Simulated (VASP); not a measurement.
A run of VASP 6.6.1 is set up as follows.

INCAR

```
ALGO = Normal
EDIFF = 1E-6
ENCUT = 560
GGA = PS
GGA_COMPAT = False
ISIF = 2
ISMEAR = 0
LASPH = True
LCHARG = True
LELF = True
LREAL = False
LVHAR = True
LWAVE = False
NBANDS = 14
NELM = 120
PREC = Accurate
SIGMA = 0.1
```

Contents of KPOINTS:

```
k-points
0
Gamma
  8 8 8
```

File POSCAR:

```
Ir
1.0
    0.0000000000      1.9156000000      1.9156000000
    1.9156000000      0.0000000000      1.9156000000
    1.9156000000      1.9156000000      0.0000000000
Ir
1
Direct
    0.0000000000      0.0000000000      0.0000000000
```

Potentials or basis: VASP PAW PBE potentials, release 64 (Ir_sv_GW).

Launch:

```bash
$ cat potpaw_PBE.64/Ir_sv_GW/POTCAR > POTCAR
$ mpirun -np 1 vasp_std > vasp.out
```

(1) Predict the pressure.

(2) What does it give for the band gap on the k mesh?

Answers

(1) -0.6 GPa.

(2) zero (an odd number of electrons rules out a gap without spin polarisation).

Caveat: the PAW data sets were made with another functional, which shifts forces and pressure a little; spin-orbit coupling is left out, which moves the levels of the heavy elements.
